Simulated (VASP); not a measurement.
# Hf (Pm-3n) in VASP: notebook, part 2 of 2

VASP 6.6.1.

## Step 3: Single point, PBEsol

This run uses another cell than the first one, of 22.56 Å³/atom, 1.056 times its volume.

INCAR

```
SYSTEM = Hf
PREC = Accurate
ENCUT = 520
EDIFF = 1E-6
ISMEAR = 0
SIGMA = 0.1
LREAL = .FALSE.
LASPH = .TRUE.
NELM = 80
ALGO = Normal
ISIF = 2
LWAVE = .FALSE.
LCHARG = .FALSE.
GGA = PS
NBANDS = 50
```

KPOINTS

```
Automatic mesh
0
G
  4 4 4
  0 0 0
```

POSCAR

```
Hf
1.0
    5.6515752618      0.0000000000      0.0000000000
    0.0000000000      5.6515752618      0.0000000000
    0.0000000000      0.0000000000      5.6515752618
Hf
8
Direct
    0.5000000000      0.5000000000      0.5000000000
    0.0000000000      0.0000000000      0.0000000000
    0.2500000000      0.0000000000      0.5000000000
    0.5000000000      0.2500000000      0.0000000000
    0.5000000000      0.7500000000      0.0000000000
    0.7500000000      0.0000000000      0.5000000000
    0.0000000000      0.5000000000      0.7500000000
    0.0000000000      0.5000000000      0.2500000000
```

Potentials or basis: VASP PAW PBE potentials, release 64 (Hf_pv).

Launch:

```console
cat potpaw_PBE.64/Hf_pv/POTCAR > POTCAR
mpirun -np 1 vasp_std > vasp.out
```

OUTCAR:

```text
SYSTEM = Hf
   PREC = Accurate
   ENCUT = 520
   EDIFF = 1E-6
   ISMEAR = 0
   LREAL = .FALSE.
   LASPH = .TRUE.
   NELM = 80
   ISIF = 2
   GGA = PS

 ion  position               nearest neighbor table
   1  0.500  0.500  0.500-   3 3.16   4 3.16   5 3.16   6 3.16   7 3.16   8 3.16   4 3.16   5 3.16
                             3 3.16   6 3.16   7 3.16   8 3.16
   2  0.000  0.000  0.000-   3 3.16   4 3.16   5 3.16   6 3.16   7 3.16   8 3.16   3 3.16   6 3.16
                             7 3.16   8 3.16   4 3.16   5 3.16
   3  0.250  0.000  0.500-   6 2.83   6 2.83   1 3.16   2 3.16   1 3.16   2 3.16   8 3.46   5 3.46
                             4 3.46   5 3.46   4 3.46   7 3.46   8 3.46   7 3.46
   4  0.500  0.250  0.000-   5 2.83   5 2.83   1 3.16   1 3.16   2 3.16   2 3.16   8 3.46   3 3.46
                             3 3.46   6 3.46   6 3.46   7 3.46   7 3.46   8 3.46
   5  0.500  0.750  0.000-   4 2.83   4 2.83   1 3.16   1 3.16   2 3.16   2 3.16   8 3.46   3 3.46
                             3 3.46   6 3.46   6 3.46   7 3.46   7 3.46   8 3.46
   6  0.750  0.000  0.500-   3 2.83   3 2.83   1 3.16   2 3.16   1 3.16   2 3.16   8 3.46   4 3.46
                             4 3.46   5 3.46   5 3.46   7 3.46   8 3.46   7 3.46
   7  0.000  0.500  0.750-   8 2.83   8 2.83   1 3.16   2 3.16   2 3.16   1 3.16   3 3.46   4 3.46
[... 198 lines left out ...]
      4     -26.1419      2.00000
      5     -26.1419      2.00000
      6     -26.1419      2.00000
[... 519 lines left out ...]
     49       7.7544      0.00000
     50       7.7544      0.00000

------------------------ aborting loop because EDIFF is reached ----------------------------------------

  FORCE on cell =-STRESS in cart. coord.  units (eV):
  Direction    XX          YY          ZZ          XY          YZ          ZX
  --------------------------------------------------------------------------------------
  -------------------------------------------------------------------------------------
  Total       -5.8685124     -5.8685124     -5.8685124      0.0000000     -0.0000000      0.0000000
  in kB      -52.0870865    -52.0870865    -52.0870865      0.0000000     -0.0000000      0.0000000
  external PRESSURE =     -52.0870865 kB  Pullay stress =       0.0000000 kB

 VOLUME and BASIS-vectors are now :
 -----------------------------------------------------------------------------
  energy-cutoff  :      520.00
  volume of cell :      180.51
      direct lattice vectors                 reciprocal lattice vectors
     5.651575262  0.000000000  0.000000000     0.176941818  0.000000000  0.000000000
     0.000000000  5.651575262  0.000000000     0.000000000  0.176941818  0.000000000
     0.000000000  0.000000000  5.651575262     0.000000000  0.000000000  0.176941818

 POSITION                                       TOTAL-FORCE (eV/Angst)
 -----------------------------------------------------------------------------------
      2.82579      2.82579      2.82579        -0.000000      0.000000      0.000000
      0.00000      0.00000      0.00000        -0.000000      0.000000      0.000000
      1.41289      0.00000      2.82579        -0.000000     -0.000000     -0.000000
      2.82579      1.41289      0.00000        -0.000000     -0.000000     -0.000000
      2.82579      4.23868      0.00000         0.000000      0.000000     -0.000000
      4.23868      0.00000      2.82579         0.000000      0.000000      0.000000
      0.00000      2.82579      4.23868        -0.000000      0.000000     -0.000000
      0.00000      2.82579      1.41289         0.000000      0.000000      0.000000
 -----------------------------------------------------------------------------------
    total drift:                                0.000000     -0.000000     -0.000000

  FREE ENERGIE OF THE ION-ELECTRON SYSTEM (eV)
  ---------------------------------------------------
  free  energy   TOTEN  =       -82.0379571929 eV

  energy  without entropy=      -81.9265062919  energy(sigma->0) =      -81.98223174
```

OSZICAR:

```text
N       E                     dE             d eps       ncg     rms          rms(c)
DAV:   1     0.354539831379E+03    0.35454E+03   -0.43714E+04  1024   0.153E+03
DAV:   2    -0.592878569515E+02   -0.41383E+03   -0.39724E+03  1140   0.385E+02
DAV:   3    -0.838504536140E+02   -0.24563E+02   -0.22326E+02  1304   0.548E+01
DAV:   4    -0.848366686226E+02   -0.98622E+00   -0.92006E+00  1216   0.964E+00
DAV:   5    -0.848574005568E+02   -0.20732E-01   -0.20618E-01  1216   0.135E+00    0.120E+02
DAV:   6    -0.827559014311E+02    0.21015E+01   -0.20867E+00  1050   0.614E+00    0.692E+01
DAV:   7    -0.820646393203E+02    0.69126E+00   -0.28937E+00  1028   0.719E+00    0.422E+00
DAV:   8    -0.820434329126E+02    0.21206E-01   -0.16726E-01  1168   0.174E+00    0.209E+00
DAV:   9    -0.820382637069E+02    0.51692E-02   -0.27889E-02  1126   0.769E-01    0.103E+00
DAV:  10    -0.820379408390E+02    0.32287E-03   -0.19378E-03  1208   0.203E-01    0.358E-01
DAV:  11    -0.820379536116E+02   -0.12773E-04   -0.11892E-04  1222   0.486E-02    0.150E-01
DAV:  12    -0.820379599678E+02   -0.63562E-05   -0.14481E-05  1272   0.170E-02    0.632E-02
DAV:  13    -0.820379571469E+02    0.28209E-05   -0.43504E-06   904   0.130E-02    0.472E-03
DAV:  14    -0.820379571929E+02   -0.46092E-07   -0.88358E-07   602   0.433E-03
   1 F= -.82037957E+02 E0= -.81982232E+02  d E =-.111451E+00
```

Wall time 44 s (1 thread of Intel Xeon 6975P-C (Granite Rapids), shared host); peak memory 0.27 GiB.

What came out:

```
Free energy            : -82.0380 eV
Pressure               : -5.2 GPa
Band gap on the k mesh : zero (band 40 reaches 4.27 eV, above the bottom of band 41 at 3.78 eV)
```

Caveat: the PAW data sets were made with another functional, which shifts forces and pressure a little; spin-orbit coupling is left out, which moves the levels of the heavy elements.
